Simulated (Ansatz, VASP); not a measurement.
Two plane-wave programs on BaTiO3

```
CELL_PARAMETERS angstrom
3.99151 0.00000 0.00000
0.01010 3.99150 0.00000
0.01010 0.01008 3.99148
ATOMIC_POSITIONS crystal
Ba 0.00000 0.00000 0.00000
Ti 0.48700 0.48700 0.48700
O 0.50920 0.50920 0.01890
O 0.01890 0.50920 0.50920
O 0.50920 0.01890 0.50920
```

Alike in both runs: task single point; functional r2SCAN; k mesh 7 × 7 × 7; occupations fermi-dirac, width 0.0102 eV; no spin polarisation.

|  | VASP | Ansatz |
| --- | --- | --- |
| version | VASP 6.6.1 | Ansatz 0.2.0 |
| potentials or method | VASP PAW PBE potentials, release 64 (Ba_sv, Ti_sv, O), cutoff 520 eV | PAW plane waves |
| valence electrons in the cell | 40 | 40 |

Ansatz gave:

```
gap on the k mesh at the Fermi level (eV)                     : 2.84
pressure (GPa)                                                : 3.5
traceless stress, the component that is largest in VASP (GPa) : -0.08
rms of the force components (eV/Å)                            : 0.068
```

Question: Estimate VASP's values.

Answer: gap on the k mesh at the Fermi level (eV): 2.82; pressure (GPa): 5.6; traceless stress, the component that is largest in VASP (GPa): -0.12; rms of the force components (eV/Å): 0.119.

VASP's potentials were made for PBE, not for r2SCAN. Atom by atom the forces differ by 0.060 eV/Å (rms over components). Ansatz's warnings: structure snapped to symmetry.

Spin-orbit coupling is off throughout.
